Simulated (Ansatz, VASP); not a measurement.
**KF: VASP beside Ansatz**

```
K F
1.0
     0.00000    2.93540    3.00673
     2.93540    0.00000    3.00673
     2.93540    2.93540    0.00000
K F
1 1
Direct
  0.00000 0.00000 0.00000
  0.25000 0.25000 0.25000
```

Change from the starting cell: uniaxial_z strain +2.4%.

Alike in both runs: task single point; functional r2SCAN; k mesh 8 × 8 × 8; no spin polarisation.

|  | VASP | Ansatz |
| --- | --- | --- |
| version | VASP 6.6.1 | Ansatz 0.2.0 |
| potentials or method | VASP PAW PBE potentials, release 64 (K_sv, F) | plane waves, PAW |
| plane-wave cutoff (eV) | 520 | 500 |
| occupations | gaussian, width 0.01 eV | fixed |
| valence electrons in the cell | 16 | 16 |

```tsv
	VASP	Ansatz	Ansatz less VASP
gap on the k mesh at the Fermi level (eV)	5.68	5.69	+0.005
pressure (GPa)	-0.5	-0.5	+0.02
```

VASP's potentials were made for PBE, not for r2SCAN.
